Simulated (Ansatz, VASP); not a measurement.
**Cd: VASP beside Ansatz**

File POSCAR:

```
Cd
1.0
   -1.7780696473      1.7780696473      1.7780696473
    1.7780696473     -1.7780696473      1.7780696473
    1.7780696473      1.7780696473     -1.7780696473
Cd
1
Direct
    0.0000000000      0.0000000000      0.0000000000
```

INCAR.step1

```
SYSTEM = Cd
ALGO = Normal
EDIFF = 1E-5
ENCUT = 520
GGA = PE
ISIF = 2
ISMEAR = 0
LASPH = .TRUE.
LCHARG = .FALSE.
LREAL = .FALSE.
LWAVE = .TRUE.
NBANDS = 12
NELM = 100
PREC = Accurate
SIGMA = 0.05
```

The input INCAR.step2:

```
SYSTEM = Cd
ALGO = Normal
EDIFF = 1E-6
ENCUT = 520
GGA = PE
HFSCREEN = 0.2079
ISIF = 2
ISMEAR = 0
ISTART = 1
LASPH = .TRUE.
LCHARG = .FALSE.
LHFCALC = .TRUE.
LREAL = .FALSE.
LWAVE = .FALSE.
NBANDS = 12
NELM = 100
PREC = Accurate
PRECFOCK = Normal
SIGMA = 0.05
```

KPOINTS

```
k-points
0
G
  8 8 8
  0 0 0
```

Input for Ansatz:

```yaml
crystal:
  lattice:
    - [-1.7780696473, 1.7780696473, 1.7780696473]
    - [1.7780696473, -1.7780696473, 1.7780696473]
    - [1.7780696473, 1.7780696473, -1.7780696473]
  atoms:
    - { symbol: Cd, position: [0.0, 0.0, 0.0] }
basis:
  ecutwfc: 420
  ecutrho_ratio: 4
kpoints:
  mp_grid: { grid: [8, 8, 8] }
  band_path:
    path:
      - [[0.0, 0.0, 0.0], [0.5, -0.5, 0.5], [0.0, 0.0, 0.5], [0.0, 0.0, 0.0], [0.25, 0.25, 0.25], [0.5, -0.5, 0.5]]
      - [[0.25, 0.25, 0.25], [0.0, 0.0, 0.5]]
    npoints: 4
hamiltonian:
  xc: hse06
scf:
  occupations: { method: gaussian, width: 0.05 }
output:
  forces: true
  stress: true
  eigenvalues: true
  populations: true
  dos: { projected: true, de: 0.02 }
  bader: false
```

Alike in both runs: task single point; functional HSE06; k mesh 8 × 8 × 8; occupations gaussian, width 0.05 eV; no spin polarisation.

|  | VASP | Ansatz |
| --- | --- | --- |
| version | VASP 6.6.1 | Ansatz 0.2.0 |
| potentials or method | VASP PAW PBE potentials, release 64 (Cd), cutoff 520 eV | scalar-relativistic, plane waves, PAW |
| valence electrons in the cell | 12 | 20 |

VASP gave:

```
pressure (GPa) : -0.4
```

Question: Which values does Ansatz return?

Answer: Pressure (GPa): 0.0.

The functional is the same, so the differences come from potentials, cutoffs and numerics. VASP's potentials hold 12 valence electrons a cell and Ansatz's 20, so a difference there can come from the potentials and not from the codes. Ansatz's warnings: filled band counts differ across k points, stress exchange threshold loose, stress scf threshold loose.
